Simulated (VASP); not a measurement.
Here is a VASP 6.6.1 calculation.

The input INCAR:

```
SYSTEM = HRh8
ALGO = Normal ; DIPOL = 0.5 0.5 0.310
EDIFF = 1E-7 ; ENCUT = 520
GGA = PE ; IDIPOL = 3
ISIF = 2 ; ISMEAR = 0
IVDW = 12 ; LASPH = .TRUE.
LCHARG = .FALSE. ; LDIPOL = .TRUE.
LREAL = .FALSE. ; LWAVE = .FALSE.
NBANDS = 70 ; NELM = 60
PREC = Accurate ; SIGMA = 0.1
```

KPOINTS

```
k-points
0
G
  5 7 1
  0 0 0
```

The input POSCAR:

```
HRh8
1.0
    5.3650160441      0.0000000000      0.0000000000
    0.0000000000      3.7936392259      0.0000000000
    0.0000000000      0.0000000000     21.2400770646
Rh H
8 1
Direct
    0.2500000000      0.5000000000      0.1883232338
    0.7500000000      0.5000000000      0.1883232338
    0.0000000000      0.0000000000      0.2514705570
    0.5000000000      0.0000000000      0.2514705570
    0.2500000000      0.5000000000      0.3153506346
    0.7500000000      0.5000000000      0.3153506346
    0.0000000000      0.0000000000      0.3738252475
    0.5000000000      0.0000000000      0.3738252475
    0.2500000000      0.2500000000      0.5291919154
```

Potentials or basis: VASP PAW PBE potentials, release 64 (Rh_pv, H).

Command:

```sh
$ cat potpaw_PBE.64/Rh_pv/POTCAR potpaw_PBE.64/H/POTCAR > POTCAR
$ mpirun -np 1 vasp_std > vasp.out
```

Question: Estimate the largest force.

Answer: 0.627 eV/Å.

Question: Estimate the dispersion energy per atom.

Answer: -0.344 eV.

Forces on the atoms (eV/Å):
```
Rh   0.000  0.000  0.615
Rh   0.000  0.017  0.627
Rh  -0.008 -0.006 -0.527
Rh   0.008 -0.006 -0.527
Rh   0.000 -0.003 -0.115
Rh   0.000  0.020 -0.089
Rh   0.143  0.048  0.307
Rh  -0.143  0.048  0.307
H    0.000 -0.118 -0.599
```
